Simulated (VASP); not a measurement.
Here is a VASP 6.6.1 calculation.

Contents of POSCAR:

```
Ba
1.0
    4.3413850340     -0.0000000240     -0.0000000416
   -1.4471283220      4.0930970711     -0.0000000416
   -1.4471283220     -2.0465484754      3.5447260784
Ba
1
Direct
    0.0000000000      0.0000000000      0.0000000000
```

File INCAR.step1:

```
PREC = Accurate
ENCUT = 600
ISMEAR = -1
SIGMA = 0.15
LREAL = False
LASPH = True
NELM = 100
GGA = PE
ALGO = Normal
EDIFF = 1E-4
LWAVE = True
LCHARG = False
```

Contents of INCAR.step2:

```
PREC = Accurate
ENCUT = 600
EDIFF = 1E-6
ISMEAR = -1
SIGMA = 0.15
LREAL = False
LASPH = True
NELM = 100
ALGO = Normal
ISIF = 3
LWAVE = False
LCHARG = False
METAGGA = R2SCAN
LMIXTAU = True
IBRION = 2
NSW = 80
EDIFFG = -0.01
PSTRESS = 300.0
ISTART = 1
```

The input KPOINTS:

```
regular mesh
0
Gamma
  7 7 7
```

Potentials or basis: VASP PAW PBE potentials, release 64 (Ba_sv).

Run with:

```bash
$ cat potpaw_PBE.64/Ba_sv/POTCAR > POTCAR
$ cp INCAR.step1 INCAR
$ mpirun -np 1 vasp_std > vasp.out
$ cp INCAR.step2 INCAR
$ mpirun -np 1 vasp_std > vasp.out
```

(1) Estimate the band gap on the k mesh.

(2) What does it give for the space group after relaxing (to 0.1 Å)?

(3) Predict the relaxed cell.

(4) Estimate the relaxed volume.

## Answers

(1) zero (bands 5 and 6 overlap by 3.82 eV).

(2) Im-3m (No. 229).

(3) a = 3.224 Å, b = 3.224 Å, c = 3.224 Å, α = 109.47°, β = 109.47°, γ = 109.47°.

(4) 25.80 Å³/atom.

Caveat: the cell is relaxed towards a set pressure, so the run minimises the enthalpy, not the energy; the volume moved by over 15 % at a fixed basis, so the end points are rough; the PAW data sets were made with another functional, which shifts forces and pressure a little; spin-orbit coupling is left out, which moves the levels of the heavy elements.
